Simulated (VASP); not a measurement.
A run of VASP 6.6.1 is set up as follows.

The input INCAR:

```
SYSTEM = Tb4S
PREC     = Accurate       ! precision mode
ENCUT    = 500            ! plane-wave cutoff, eV
EDIFF    = 1E-7           ! SCF threshold, eV
ISMEAR   = 0              ! smearing method
SIGMA    = 0.1            ! smearing width, eV
LREAL    = .False.        ! projectors in reciprocal space
LASPH    = .True.         ! aspherical terms in the spheres
NELM     = 200            ! most SCF steps
ALGO     = Normal         ! electronic algorithm
ISIF     = 3              ! what is computed and relaxed
LWAVE    = .False.        ! write WAVECAR
LCHARG   = .False.        ! write CHGCAR
GGA      = PE             ! functional
IBRION   = 2              ! ionic algorithm
NSW      = 100            ! ionic steps
EDIFFG   = -0.01          ! ionic threshold
GGA_COMPAT= .False.      
NELMIN   = 4            
LMAXMIX  = 6              ! l up to which the mixer works
```

KPOINTS

```
regular mesh
0
Gamma
  8 8 8
  0 0 0
```

The input POSCAR:

```
Tb4S
1.0
   -3.2979452861      3.2979452861      3.2979452861
    3.2979452861     -3.2979452861      3.2979452861
    3.2979452861      3.2979452861     -3.2979452861
Tb S
4 1
Direct
    0.0000000000      0.0000000000      0.5000000000
    0.5000000000      0.0000000000      0.0000000000
    0.0000000000      0.5000000000      0.0000000000
    0.5000000000      0.5000000000      0.5000000000
    0.0000000000      0.0000000000      0.0000000000
```

Potentials or basis: VASP PAW PBE potentials, release 64 (Tb_3, S), 4f in core.

Command:

```sh
$ cat potpaw_PBE.64/Tb_3/POTCAR potpaw_PBE.64/S/POTCAR > POTCAR
$ mpirun -np 1 vasp_std > vasp.out
```

(1) What does it give for the relaxed volume?

(2) Estimate the space group after relaxing (to 0.1 Å).

## Answers

(1) 28.87 Å³/atom.

(2) Im-3m (No. 229).

Caveat: the run has no spin polarisation, though such a crystal can be magnetic.
